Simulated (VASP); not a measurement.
Runs of VASP 6.6.1 on SrO. The structure is that of space group P6/mmm (No. 191), or close to it. The cells are those of the table. 

```csv
task,spin,cell,k mesh,cutoff (eV),gap on the mesh (eV),pressure (GPa),moment (μB),relaxed volume (Å³/atom),largest force (eV/Å)
relaxation of cell and atoms,off,"relaxed from a = 3.237, b = 3.237, c = 7.838 Å, angles 90.0, 90.0, 120.0°, 4 atoms",6 × 6 × 2,600,none,0.0,-,24.06,0.02
single point,"collinear, ferromagnetic start","a = 3.941, b = 3.941, c = 7.258 Å, angles 90.0, 90.0, 120.0°, 4 atoms",6 × 6 × 4,520,none,0.2,0.00,-,0.07
single point,off,"a = 3.943, b = 3.943, c = 7.213 Å, angles 90.0, 90.0, 120.0°, 4 atoms",12 × 12 × 8,520,none,0.2,-,-,0.10
relaxation of cell and atoms,off,"relaxed from a = 3.941, b = 3.941, c = 7.258 Å, angles 90.0, 90.0, 120.0°, 4 atoms",6 × 6 × 4,600,none,-0.1,-,(a),0.02
single point,off,"a = 3.237, b = 3.237, c = 7.838 Å, angles 90.0, 90.0, 120.0°, 4 atoms",6 × 6 × 2,520,none,33.7,-,-,0.58
single point,off,"a = 3.941, b = 3.941, c = 7.258 Å, angles 90.0, 90.0, 120.0°, 4 atoms",6 × 6 × 2,520,none,0.2,-,-,0.06
single point,"collinear, ferromagnetic start","a = 3.237, b = 3.237, c = 7.838 Å, angles 90.0, 90.0, 120.0°, 4 atoms",6 × 6 × 2,520,none,33.7,0.00,-,0.58
single point,off,"a = 3.941, b = 3.941, c = 7.258 Å, angles 90.0, 90.0, 120.0°, 4 atoms",6 × 6 × 4,520,none,0.2,-,-,0.06
```

Alike in all rows: level PBE; potentials or basis VASP PAW PBE potentials, release 64 (Sr_sv, O); smearing gaussian 0.1 eV.

Q: Fill in the values left out.

A: (a) 24.49.

Caveats: some runs use coarse meshes; the volume moved by over 15 % at a fixed basis, so the end points are rough (some runs).

A k mesh can miss the band edges, and the runs leave out spin-orbit coupling on Sr.

A gap of «none» marks levels without a gap at the run's occupations.
